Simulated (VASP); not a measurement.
# NbCd3 (Pm-3m) in VASP: vibrations by perturbation theory with LDA

Aim: the vibrations by perturbation theory of NbCd3 with LDA.

Everything below comes from runs of VASP 6.6.1. Logs are shortened: lines on timing, memory, paths and dates and some standing lists are left out, and cuts for length are marked.

## 1. The cell of the first run

The structure is cubic, space group Pm-3m (No. 221). Conventional cell: a = 4.143 Å, b = 4.143 Å, c = 4.143 Å, α = 90.00°, β = 90.00°, γ = 90.00°. Within 3.9 Å of Nb (site symmetry m-3m) lie 12 Cd at 2.93 Å. Cd (site symmetry 4/mmm) has 4 Nb at 2.93 Å and 8 Cd at 2.93 Å within 3.9 Å.

## 2. Vibrations by perturbation theory, LDA (17.78 Å³/atom)

INCAR reads:

```
PREC = Accurate ; ENCUT = 520
EDIFF = 1E-8 ; ISMEAR = -1
SIGMA = 0.1 ; LREAL = False
LASPH = True ; NELM = 100
ALGO = Normal ; ISIF = 2
LWAVE = False ; LCHARG = False
GGA = CA ; NBANDS = 32
IBRION = 8 ; NSW = 1
```

KPOINTS reads:

```
regular mesh
0
Gamma
  8 8 8
```

POSCAR reads:

```
NbCd3
1.0
    4.1428655882      0.0000000000      0.0000000000
    0.0000000000      4.1428655882      0.0000000000
    0.0000000000      0.0000000000      4.1428655882
Nb Cd
1 3
Direct
    0.0000000000      0.0000000000      0.0000000000
    0.0000000000      0.5000000000      0.5000000000
    0.5000000000      0.0000000000      0.5000000000
    0.5000000000      0.5000000000      0.0000000000
```

Potentials or basis: VASP PAW LDA potentials, release 64 (Nb_sv, Cd).

Command:

```bash
$ cat potpaw_LDA.64/Nb_sv/POTCAR potpaw_LDA.64/Cd/POTCAR > POTCAR
$ mpirun -np 1 vasp_std > vasp.out
```

OUTCAR:

```text
PREC = Accurate
   ENCUT = 520
   EDIFF = 1E-8
   ISMEAR = -1
   LREAL = False
   LASPH = True
   NELM = 100
   ISIF = 2
   GGA = CA
   IBRION = 8
   NSW = 1

 ion  position               nearest neighbor table
   1  0.000  0.000  0.000-   2 2.93   3 2.93   4 2.93   2 2.93   3 2.93   2 2.93   4 2.93   2 2.93
                             3 2.93   4 2.93   3 2.93   4 2.93
   2  0.000  0.500  0.500-   1 2.93   3 2.93   4 2.93   1 2.93   4 2.93   1 2.93   3 2.93   1 2.93
                             3 2.93   4 2.93   4 2.93   3 2.93
   3  0.500  0.000  0.500-   1 2.93   2 2.93   4 2.93   1 2.93   4 2.93   2 2.93   4 2.93   4 2.93
                             1 2.93   2 2.93   1 2.93   2 2.93
   4  0.500  0.500  0.000-   1 2.93   2 2.93   3 2.93   2 2.93   3 2.93   1 2.93   3 2.93   3 2.93
                             1 2.93   2 2.93   2 2.93   1 2.93

  LATTYP: Found a simple cubic cell.
 ALAT       =     4.1428655882

  Lattice vectors:

 A1 = (   4.1428655882,   0.0000000000,   0.0000000000)
 A2 = (   0.0000000000,   4.1428655882,   0.0000000000)
 A3 = (   0.0000000000,   0.0000000000,   4.1428655882)

Analysis of symmetry for initial positions (statically):
=====================================================================
 Subroutine PRICEL returns:
 Original cell was already a primitive cell.

 Routine SETGRP: Setting up the symmetry group for a
 simple cubic supercell.

 Subroutine GETGRP returns: Found 48 space group operations
 (whereof 48 operations were pure point group operations)
 out of a pool of 48 trial point group operations.

The static configuration has the point symmetry O_h .

Analysis of symmetry for dynamics (positions and initial velocities):
=====================================================================
 Subroutine PRICEL returns:
 Original cell was already a primitive cell.

[... 1048 lines left out ...]
------------------------ aborting loop because EDIFF is reached ----------------------------------------

[... ionic steps 5 to 6 ...]

--------------------------------------- Ionic step        7  -------------------------------------------

------------------------ aborting loop because EDIFF is reached ----------------------------------------

--------------------------------------- Ionic step        8  -------------------------------------------

 Free energy of the ion-electron system (eV)
  ---------------------------------------------------
  ---------------------------------------------------
  free energy    TOTEN  =        -0.42981526 eV

  energy without entropy =       -0.42981526

------------------------ aborting loop because EDIFF is reached ----------------------------------------

 INTERNAL STRAIN TENSOR  FOR ION    2  DIRECTION 2   (eV/Angst):
 -----------------------------------------------------------------------------
    -0.00825  0.00000  0.00000
     0.00000  0.00283  0.00000
     0.00000  0.00000  0.00373

 INTERNAL STRAIN TENSOR FOR ION    4 for displacements in x,y,z  (eV/Angst):
          X           Y           Z          XY          YZ          ZX
  --------------------------------------------------------------------------------
  x     0.00000     0.00000     0.00000     0.00000     0.00000     0.00000
  y     0.00000     0.00000     0.00000     0.00000     0.00000     0.00000
  z     0.00000     0.00000     0.00000     0.00000     0.00000     0.00000

 SECOND DERIVATIVES (NOT SYMMETRIZED)
 ------------------------------------
               1X          1Y          1Z          2X          2Y          2Z          3X          3Y          3Z          4X          4Y          4Z
  1X   -10.231771   -0.000000   -0.000000    0.201648    0.000000    0.000000    5.015061    0.000000   -0.000000    5.015061    0.000000   -0.000000
  1Y    -0.000000  -10.231771   -0.000000    0.000000    5.015061    0.000000    0.000000    0.201648    0.000000    0.000000    5.015061   -0.000000
  1Z    -0.000000   -0.000000  -10.231771   -0.000000   -0.000000    5.015061    0.000000   -0.000000    5.015061    0.000000    0.000000    0.201648
  2X     0.192795   -0.000000    0.000000   -6.348705   -0.000000    0.000000    3.077955   -0.000000   -0.000000    3.077955   -0.000000   -0.000000
  2Y     0.000000    5.014031    0.000000    0.000000   -7.037675    0.000000    0.000000    3.075353    0.000000    0.000000   -1.051709    0.000000
  2Z     0.000000    0.000000    5.014031    0.000000    0.000000   -7.037675    0.000000    0.000000   -1.051709    0.000000    0.000000    3.075353
  3X     5.014031    0.000000    0.000000    3.075353    0.000000    0.000000   -7.037675    0.000000    0.000000   -1.051709    0.000000    0.000000
  3Y    -0.000000    0.192795    0.000000   -0.000000    3.077955    0.000000   -0.000000   -6.348705   -0.000000   -0.000000    3.077955    0.000000
  3Z     0.000000    0.000000    5.014031    0.000000    0.000000   -1.051709    0.000000    0.000000   -7.037675    0.000000    0.000000    3.075353
  4X     5.014031    0.000000    0.000000    3.075353    0.000000    0.000000   -1.051709    0.000000    0.000000   -7.037675    0.000000    0.000000
  4Y     0.000000    5.014031    0.000000    0.000000   -1.051709    0.000000    0.000000    3.075353    0.000000    0.000000   -7.037675    0.000000
  4Z    -0.000000   -0.000000    0.192795    0.000000   -0.000000    3.077955   -0.000000    0.000000    3.077955    0.000000    0.000000   -6.348705

 Eigenvectors and eigenvalues of the dynamical matrix
 ----------------------------------------------------

   1 f  =    6.400558 THz    40.215894 2PiTHz  213.499645 cm-1    26.470570 meV
             X         Y         Z           dx          dy          dz
      0.000000  0.000000  0.000000     0.039259    0.749722   -0.000000
      0.000000  2.071433  2.071433     0.010751   -0.443300   -0.000000
      2.071433  0.000000  2.071433    -0.023213    0.205308    0.000000
      2.071433  2.071433  0.000000    -0.023213   -0.443300    0.000000
[... 71 lines left out ...]
  12 f/i=    0.001385 THz     0.008702 2PiTHz    0.046196 cm-1     0.005728 meV
             X         Y         Z           dx          dy          dz
      0.000000  0.000000  0.000000    -0.392799   -0.242624   -0.051295
      0.000000  2.071433  2.071433    -0.432405   -0.267015   -0.056452
      2.071433  0.000000  2.071433    -0.432288   -0.267087   -0.056452
      2.071433  2.071433  0.000000    -0.432288   -0.267015   -0.056468

--------------------------------------------------------------------------------------------------------

 ELASTIC MODULI CONTR FROM IONIC RELAXATION (kBar)
 Direction    XX          YY          ZZ          XY          YZ          ZX
 --------------------------------------------------------------------------------
 XX           0.0000      0.0000      0.0000      0.0000      0.0000      0.0000
 YY           0.0000      0.0000      0.0000      0.0000      0.0000      0.0000
 ZZ           0.0000      0.0000      0.0000      0.0000      0.0000      0.0000
 XY           0.0000      0.0000      0.0000      0.0000      0.0000      0.0000
 YZ           0.0000      0.0000      0.0000      0.0000      0.0000      0.0000
 ZX           0.0000      0.0000      0.0000      0.0000      0.0000      0.0000
 --------------------------------------------------------------------------------
```

It took 7.5 min on 1 thread of Intel Xeon Platinum 8488C (Sapphire Rapids), shared host; peak memory 0.61 GiB.

Results:

* Highest phonon frequency at Γ: 213 cm⁻¹

Phonon frequencies in cm⁻¹ (negative: imaginary):
```csv
q point,frequencies
"(0.000, 0.000, 0.000)",0 0 0 120 120 120 139 139 139 213 213 213
```

Caveat: the cell stands under pressure or tension, which shifts response properties.
